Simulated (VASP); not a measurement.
A run of VASP 6.6.1 is set up as follows.

Contents of INCAR:

```
SYSTEM = Sr
  PREC = Accurate
  ENCUT = 520
  EDIFF = 1E-6
  ISMEAR = 0
  SIGMA = 0.03
  LREAL = .FALSE.
  LASPH = .TRUE.
  NELM = 60
  ALGO = Normal
  ISIF = 2
  LWAVE = .FALSE.
  LCHARG = .FALSE.
  GGA = PS
  NBANDS = 11
```

KPOINTS

```
Automatic mesh
0
G
  10 10 10
  0 0 0
```

Contents of POSCAR:

```
Sr
1.0
    0.0000000000      3.1640440000      2.7989620000
    3.1640440000      0.0000000000      2.7989620000
    3.1640440000      3.1640440000      0.0000000000
Sr
1
Direct
    0.0000000000      0.0000000000      0.0000000000
```

Potentials or basis: VASP PAW PBE potentials, release 64 (Sr_sv).

Command:

```sh
$ cat potpaw_PBE.64/Sr_sv/POTCAR > POTCAR
$ mpirun -np 1 vasp_std > vasp.out
```

(1) Estimate the pressure.

(2) Predict the band gap on the k mesh.

Results:

(1) -0.9 GPa.

(2) zero (band 5 reaches 1.55 eV, above the bottom of band 6 at 1.43 eV).

Caveat: the cell differs from its parent crystal (strain +0.040 along x and y, -0.080 along z); the PAW data sets were made with another functional, which shifts forces and pressure a little.
